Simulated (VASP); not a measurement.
Set up this calculation in VASP 6.6.1, as the native input.

```
Task                   : single point
Functional             : PBE
Potentials or basis    : VASP PAW PBE potentials, release 64 (K_sv, Br)
Cutoff                 : 520 eV
k mesh                 : 6 × 6 × 6
Occupations            : gaussian, width 0.05 eV
Spin                   : no spin polarisation
Dipole correction      : no
Further INCAR settings : ALGO = Normal; EDIFF = 1e-06; NBANDS = 15
```

The structure of KBr lies in POSCAR:

```
KBr
1.0
    0.0000000000      3.1937250000      3.3912750000
    3.1937250000      0.0000000000      3.3912750000
    3.1937250000      3.1937250000      0.0000000000
K Br
1 1
Direct
    0.0000000000      0.0000000000      0.0000000000
    0.5000000000      0.5000000000      0.5000000000
```

This cell differs from its parent crystal: strain -0.030 along x and y, +0.030 along z.

One way to write it, as run:

INCAR

```
ALGO = Normal ; EDIFF = 1E-6
ENCUT = 520 ; GGA = PE
ISIF = 2 ; ISMEAR = 0
LASPH = T ; LCHARG = F
LREAL = F ; LWAVE = F
NBANDS = 15 ; NELM = 60
PREC = Accurate ; SIGMA = 0.05
```

KPOINTS

```
k-points
0
Gamma
  6 6 6
```

Potentials or basis: VASP PAW PBE potentials, release 64 (K_sv, Br).

The run is started by

```console
$ cat potpaw_PBE.64/K_sv/POTCAR potpaw_PBE.64/Br/POTCAR > POTCAR
$ mpirun -np 1 vasp_std > vasp.out
```

Results of the run:

| Property | Result |
| --- | --- |
| Pressure | 1.6 GPa |
| Band gap on the k mesh | 4.52 eV, direct |

Caveat: the cell differs from its parent crystal (strain -0.030 along x and y, +0.030 along z).

Wall time 18 s on 1 thread of AMD EPYC 9R45 96-Core Processor (Zen 5) (shared host), peak memory 0.18 GiB.
